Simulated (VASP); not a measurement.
Runs of VASP 6.6.1 on BN. The structure is that of space group P6_3mc (No. 186), or close to it. The cells are those of the table. 

```tsv
cell	gap on the mesh (eV)	pressure (GPa)	largest force (eV/Å)
a = 2.656, b = 2.656, c = 4.227 Å, angles 90.0, 90.0, 120.0°, 4 atoms	5.41	-24.5	0.01
a = 2.350, b = 2.350, c = 4.227 Å, angles 90.0, 90.0, 120.0°, 4 atoms	(b)	88.8	0.67
a = 2.758, b = 2.758, c = 4.227 Å, angles 90.0, 90.0, 120.0°, 4 atoms	(d)	-40.6	0.13
a = 2.350, b = 2.350, c = 4.565 Å, angles 90.0, 90.0, 120.0°, 4 atoms	3.55	53.2	0.17
a = 2.350, b = 2.350, c = 3.889 Å, angles 90.0, 90.0, 120.0°, 4 atoms	4.64	(a)	0.23
a = 2.452, b = 2.452, c = 4.396 Å, angles 90.0, 90.0, 120.0°, 4 atoms	4.80	20.4	0.04
a = 2.452, b = 2.452, c = 3.889 Å, angles 90.0, 90.0, 120.0°, 4 atoms	5.05	85.2	0.45
a = 2.656, b = 2.656, c = 4.396 Å, angles 90.0, 90.0, 120.0°, 4 atoms	5.34	-35.2	0.09
a = 2.656, b = 2.656, c = 4.565 Å, angles 90.0, 90.0, 120.0°, 4 atoms	5.26	-42.8	0.41
a = 2.758, b = 2.758, c = 3.889 Å, angles 90.0, 90.0, 120.0°, 4 atoms	4.73	(c)	0.93
a = 2.350, b = 2.350, c = 4.396 Å, angles 90.0, 90.0, 120.0°, 4 atoms	4.37	68.8	0.37
a = 2.758, b = 2.758, c = 4.058 Å, angles 90.0, 90.0, 120.0°, 4 atoms	5.08	-28.0	0.17
```

Alike in all rows: task single point; level PBE; potentials or basis VASP PAW PBE potentials, release 64 (B, N); no spin polarisation; k mesh 12 × 12 × 6; cutoff (eV) 520; smearing gaussian 0.05 eV.

Q: Estimate the missing entries.

A: (a) 147.5; (b) 4.46; (c) -10.5; (d) 5.37.

A k mesh can miss the band edges.
